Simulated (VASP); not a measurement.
# La (Im-3m) in VASP: single point with r2SCAN

Aim: the single point of La with r2SCAN.

All numbers are computed with VASP 6.6.1; they aren't measurements. Logs are shortened: lines on timing, memory, paths and dates and some standing lists are left out, and cuts for length are marked.

## Step 1: The cell of the first run

The structure is cubic, space group Im-3m (No. 229). The conventional cell has a = 4.976 Å, b = 4.976 Å, c = 4.976 Å, α = 90.00°, β = 90.00°, γ = 90.00°. La (site symmetry m-3m) has 14 La at 4.31 to 4.98 Å within 5.7 Å.

This isn't the form of La at room conditions, which is double hcp.

## Step 2: Single point, r2SCAN, non-collinear spin, zero start, spin-orbit coupling

Input file POSCAR:

```
La
1.0
   -2.4879800000      2.4879800000      2.4879800000
    2.4879800000     -2.4879800000      2.4879800000
    2.4879800000      2.4879800000     -2.4879800000
La
1
Direct
    0.0000000000      0.0000000000      0.0000000000
```

Input file INCAR.step1:

```
SYSTEM = La
PREC = Accurate ; ENCUT = 520
ISMEAR = -1 ; SIGMA = 0.1
LREAL = .FALSE. ; LASPH = .TRUE.
NELM = 150 ; MAGMOM = 0 0 0
LSORBIT = .TRUE. ; GGA_COMPAT = .FALSE.
LMAXMIX = 6 ; NBANDS = 22
GGA = PE ; ALGO = Normal
EDIFF = 1E-4 ; LWAVE = .TRUE.
LCHARG = .FALSE.
```

Input file INCAR.step2:

```
SYSTEM = La
PREC = Accurate ; ENCUT = 520
EDIFF = 1E-6 ; ISMEAR = -1
SIGMA = 0.1 ; LREAL = .FALSE.
LASPH = .TRUE. ; NELM = 150
ALGO = Normal ; ISIF = 2
LWAVE = .FALSE. ; LCHARG = .FALSE.
MAGMOM = 0 0 0 ; LORBIT = 11
LSORBIT = .TRUE. ; GGA_COMPAT = .FALSE.
LORBMOM = .TRUE. ; LMAXMIX = 6
METAGGA = R2SCAN ; LMIXTAU = .TRUE.
NBANDS = 22 ; ISTART = 1
```

Input file KPOINTS:

```
regular mesh
0
G
  10 10 10
  0 0 0
```

Potentials or basis: VASP PAW PBE potentials, release 64 (La).

On the command line:

```
$ cat potpaw_PBE.64/La/POTCAR > POTCAR
$ cp INCAR.step1 INCAR
$ mpirun -np 1 vasp_ncl > vasp.out
$ cp INCAR.step2 INCAR
$ mpirun -np 1 vasp_ncl > vasp.out
```

OUTCAR:

```text
SYSTEM = La
   PREC = Accurate
   ENCUT = 520
   EDIFF = 1E-6
   ISMEAR = -1
   LREAL = .FALSE.
   LASPH = .TRUE.
   NELM = 150
   ISIF = 2
   LORBIT = 11
   LSORBIT = .TRUE.
   METAGGA = R2SCAN
   ISTART = 1

 ion  position               nearest neighbor table
   1  0.000  0.000  0.000-

  LATTYP: Found a body centered cubic cell.
 ALAT       =     4.9759600000

  Lattice vectors:

 A1 = (  -2.4879800000,   2.4879800000,   2.4879800000)
 A2 = (   2.4879800000,  -2.4879800000,   2.4879800000)
 A3 = (   2.4879800000,   2.4879800000,  -2.4879800000)

Analysis of symmetry for initial positions (statically):
=====================================================================
 Subroutine PRICEL returns:
 Original cell was already a primitive cell.

 Routine SETGRP: Setting up the symmetry group for a
 body centered cubic supercell.

 Subroutine GETGRP returns: Found 48 space group operations
 (whereof 48 operations were pure point group operations)
 out of a pool of 48 trial point group operations.

The static configuration has the point symmetry O_h .

Analysis of symmetry for dynamics (positions and initial velocities):
=====================================================================
 Subroutine PRICEL returns:
 Original cell was already a primitive cell.

 Routine SETGRP: Setting up the symmetry group for a
 body centered cubic supercell.

 Subroutine GETGRP returns: Found 48 space group operations
 (whereof 48 operations were pure point group operations)
 out of a pool of 48 trial point group operations.

The dynamic configuration has the point symmetry O_h .

Analysis of structural, dynamic, and magnetic symmetry:
=====================================================================
 Subroutine PRICEL returns:
 Original cell was already a primitive cell.

 Routine SETGRP: Setting up the symmetry group for a
 body centered cubic supercell.

 Subroutine GETGRP returns: Found 48 space group operations
 (whereof 48 operations were pure point group operations)
 out of a pool of 48 trial point group operations.

The overall configuration has the point symmetry O_h .

 Subroutine INISYM returns: Found 48 space group operations
 (whereof 48 operations are pure point group operations),
 and found     1 'primitive' translations

[... 152 lines left out ...]
      2     -31.1139      1.00000
      3     -15.7558      1.00000
      4     -15.7558      1.00000
      5     -13.3488      1.00000
      6     -13.3488      1.00000
[... 589 lines left out ...]
     21       5.2507      0.00001
     22       5.2547      0.00001

 [... further k-points ...]

------------------------ aborting loop because EDIFF is reached ----------------------------------------

  FORCE on cell =-STRESS in cart. coord.  units (eV):
  Direction    XX          YY          ZZ          XY          YZ          ZX
  --------------------------------------------------------------------------------------
  -------------------------------------------------------------------------------------
  Total       -2.3426232     -2.3426232     -2.3426232      0.0000000      0.0000000      0.0000000
  in kB      -60.9273630    -60.9273630    -60.9273630      0.0000000      0.0000000      0.0000000
  external PRESSURE =     -60.9273630 kB  Pullay stress =       0.0000000 kB

 VOLUME and BASIS-vectors are now :
 -----------------------------------------------------------------------------
  energy-cutoff  :      520.00
  volume of cell :       61.60
      direct lattice vectors                 reciprocal lattice vectors
    -2.487980000  2.487980000  2.487980000     0.000000000  0.200966246  0.200966246
     2.487980000 -2.487980000  2.487980000     0.200966246  0.000000000  0.200966246
     2.487980000  2.487980000 -2.487980000     0.200966246  0.200966246  0.000000000

 POSITION                                       TOTAL-FORCE (eV/Angst)
 -----------------------------------------------------------------------------------
      0.00000      0.00000      0.00000        -0.000000     -0.000000      0.000000
 -----------------------------------------------------------------------------------
    total drift:                                0.000000     -0.000000     -0.000000

  FREE ENERGIE OF THE ION-ELECTRON SYSTEM (eV)
  ---------------------------------------------------
  free  energy   TOTEN  =       -29.3502471241 eV

  energy  without entropy=      -29.2356526038  energy(sigma->0) =      -29.29294986

 orbital moment (x)

 # of ion     p       d       f       tot
 ------------------------------------------------
  1         0.000  -0.000   0.000   0.000
 ------------------------------------------------
            0.000  -0.000   0.000   0.000

 orbital moment (y)

 # of ion     p       d       f       tot
 ------------------------------------------------
  1         0.000   0.000   0.000   0.000
 ------------------------------------------------
            0.000   0.000   0.000   0.000

 orbital moment (z)

 # of ion     p       d       f       tot
 ------------------------------------------------
  1        -0.000   0.000  -0.000   0.000
 ------------------------------------------------
           -0.000   0.000  -0.000   0.000

 Spin-Orbit-Coupling matrix elements

 Ion:    1  E_soc:     -0.5553059
 l=   1
     0.0000000    -0.0909767    -0.0909767
    -0.0909767     0.0000000    -0.0909767
    -0.0909767    -0.0909767     0.0000000
 l=   2
     0.0000000    -0.0000700     0.0000000    -0.0000700    -0.0012524
    -0.0000700     0.0000000    -0.0009393    -0.0000700    -0.0003131
     0.0000000    -0.0009393     0.0000000    -0.0009393     0.0000000
    -0.0000700    -0.0000700    -0.0009393     0.0000000    -0.0003131
    -0.0012524    -0.0003131     0.0000000    -0.0003131     0.0000000
 l=   3
     0.0000000    -0.0000255     0.0000000     0.0000000     0.0000000    -0.0000131    -0.0001718
    -0.0000255     0.0000000    -0.0000425     0.0000000    -0.0000425    -0.0000681    -0.0000255
     0.0000000    -0.0000425     0.0000000    -0.0000940    -0.0000120    -0.0000767     0.0000000
     0.0000000     0.0000000    -0.0000940     0.0000000    -0.0000940     0.0000000     0.0000000
     0.0000000    -0.0000425    -0.0000120    -0.0000940     0.0000000    -0.0000767     0.0000000
    -0.0000131    -0.0000681    -0.0000767     0.0000000    -0.0000767     0.0000000    -0.0000131
    -0.0001718    -0.0000255     0.0000000     0.0000000     0.0000000    -0.0000131     0.0000000

 total charge

# of ion       s       p       d       f       tot
--------------------------------------------------
    1        2.012   5.636   0.588   0.061   8.297

 magnetization (x)

# of ion       s       p       d       f       tot
--------------------------------------------------
    1        0.000  -0.000  -0.000   0.000   0.000

 magnetization (y)

# of ion       s       p       d       f       tot
--------------------------------------------------
    1        0.000   0.000   0.000  -0.000   0.000

 magnetization (z)

# of ion       s       p       d       f       tot
--------------------------------------------------
    1        0.000  -0.000  -0.000  -0.000  -0.000
```

OSZICAR.step1:

```text
N       E                     dE             d eps       ncg     rms          rms(c)
DAV:   1     0.131372075448E+03    0.13137E+03   -0.36711E+03  2068   0.115E+03
DAV:   2     0.165899111175E+02   -0.11478E+03   -0.11167E+03  2628   0.216E+02
DAV:   3    -0.250019325890E+01   -0.19090E+02   -0.18374E+02  3024   0.114E+02
DAV:   4    -0.422243074368E+01   -0.17222E+01   -0.15926E+01  4046   0.335E+01
DAV:   5    -0.442427664183E+01   -0.20185E+00   -0.19160E+00  3456   0.106E+01    0.133E+00
DAV:   6    -0.446926725579E+01   -0.44991E-01   -0.52968E-01  4104   0.572E+00    0.107E+00
DAV:   7    -0.447177697950E+01   -0.25097E-02   -0.41464E-02  3570   0.136E+00    0.841E-01
DAV:   8    -0.448207710685E+01   -0.10300E-01   -0.88816E-02  3568   0.264E+00    0.260E-01
DAV:   9    -0.448129551063E+01    0.78160E-03   -0.70919E-03  3944   0.939E-01    0.132E-01
DAV:  10    -0.448149216859E+01   -0.19666E-03   -0.27536E-03  4120   0.386E-01    0.643E-02
DAV:  11    -0.448149811400E+01   -0.59454E-05   -0.30808E-04  3432   0.175E-01
   1 F= -.44814981E+01 E0= -.44147469E+01  d E =-.133502E+00  mag=     0.0000    -0.0000     0.0000
```

Run time: 8.8 min. Hardware: 1 thread of Intel Xeon Platinum 8488C (Sapphire Rapids), shared host; peak memory 0.42 GiB.

Results:

```yaml
Free_energy: -29.3502 eV
Pressure: -6.1 GPa
Net_moment: 0.00 μB per cell
Valence_electrons_inside_the_program's_atomic_spheres: La 8.30
```

Moments on the atoms (μB; x, y, z):
```
La  0.00 0.00 0.00
```

Caveat: the cell stands under tension; the PAW data sets were made with another functional, which shifts forces and pressure a little.
